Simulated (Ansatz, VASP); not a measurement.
**Two plane-wave programs on Si2Ni**

The input INCAR:

```
SYSTEM = Si2Ni
PREC = Accurate ; ENCUT = 520
EDIFF = 1E-6 ; ISMEAR = 0
SIGMA = 0.05 ; LREAL = .False.
LASPH = .True. ; NELM = 150
ALGO = Normal ; ISIF = 2
LWAVE = .False. ; LCHARG = .False.
ISPIN = 2 ; MAGMOM = 0 0 0.05
LORBIT = 11 ; LMAXMIX = 4
GGA = PE ; NBANDS = 20
```

KPOINTS

```
Automatic mesh
0
Gamma
  12 12 12
  0 0 0
```

The input POSCAR:

```
Si2Ni
1.0
    0.0000000000      2.7033876112      2.7033876112
    2.7033876112      0.0000000000      2.7033876112
    2.7033876112      2.7033876112      0.0000000000
Si Ni
2 1
Direct
    0.2500000000      0.2500000000      0.2500000000
    0.7500000000      0.7500000000      0.7500000000
    0.0000000000      0.0000000000      0.0000000000
```

Input for Ansatz:

```yaml
crystal:
  lattice:
    - [0.0, 2.7033876112, 2.7033876112]
    - [2.7033876112, 0.0, 2.7033876112]
    - [2.7033876112, 2.7033876112, 0.0]
  atoms:
    - { symbol: Si, position: [0.25, 0.25, 0.25] }
    - { symbol: Si, position: [0.75, 0.75, 0.75] }
    - { symbol: Ni, position: [0.0, 0.0, 0.0], spin: 0.05 }
basis:
  ecutwfc: 420
  ecutrho_ratio: 4
kpoints:
  mp_grid: { grid: [12, 12, 12] }
hamiltonian:
  xc: pbe
scf:
  occupations: { method: gaussian, width: 0.05 }
output:
  forces: true
  stress: true
  eigenvalues: true
  populations: true
magnetization:
  spin_polarized: true
```

Alike in both runs: task single point; functional PBE; k mesh 12 × 12 × 12; occupations gaussian, width 0.05 eV; collinear spin.

|  | VASP | Ansatz |
| --- | --- | --- |
| version | VASP 6.6.1 | Ansatz 0.2.0 |
| potentials or method | VASP PAW PBE potentials, release 64 (Si, Ni), cutoff 520 eV | scalar-relativistic, plane waves, PAW |
| valence electrons in the cell | 18 | 26 |

Ansatz gave:

* gap on the k mesh at the Fermi level (eV): none
* pressure (GPa): 3.1
* net moment per atom (μB): 0.00

Question: What did VASP give for the same quantities?

Answer: gap on the k mesh at the Fermi level (eV): none; pressure (GPa): 3.0; net moment per atom (μB): 0.00.

A gap of «none» marks a metal or a gap that the smearing closes. The functional is the same, so the differences come from potentials, cutoffs and numerics. VASP's potentials hold 18 valence electrons a cell and Ansatz's 26, so a difference there can come from the potentials and not from the codes. Ansatz's warnings: seeded moment not kept.
